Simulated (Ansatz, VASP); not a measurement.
# SiC2 in VASP and in Ansatz

```
CELL_PARAMETERS angstrom
2.47073 0.00000 0.00000
-1.23537 2.13972 0.00000
0.00000 0.00000 9.02103
ATOMIC_POSITIONS crystal
Si 0.00000 0.00000 0.50000
C 0.66667 0.33333 0.00000
C 0.33333 0.66667 0.00000
```

Alike in both runs: functional PBE; k mesh 24 × 24 × 6; occupations gaussian, width 0.1 eV; no spin polarisation.

Ansatz relaxed the structure, and its values are those at the end. VASP's run is a single point on that final structure, the one shown.

```csv
,VASP,Ansatz
version,VASP 6.6.1,Ansatz 0.2.0
potentials or method,"VASP PAW PBE potentials, release 64 (Si, C), cutoff 520 eV","scalar-relativistic, plane waves, PAW"
valence electrons in the cell,12,12
```

|  | VASP | Ansatz | Ansatz less VASP |
| --- | --- | --- | --- |
| gap on the k mesh at the Fermi level (eV) | none | none | - |
| pressure (GPa) | 0.1 | 0.0 | -0.14 |

A gap of «none» marks a metal or a gap that the smearing closes.
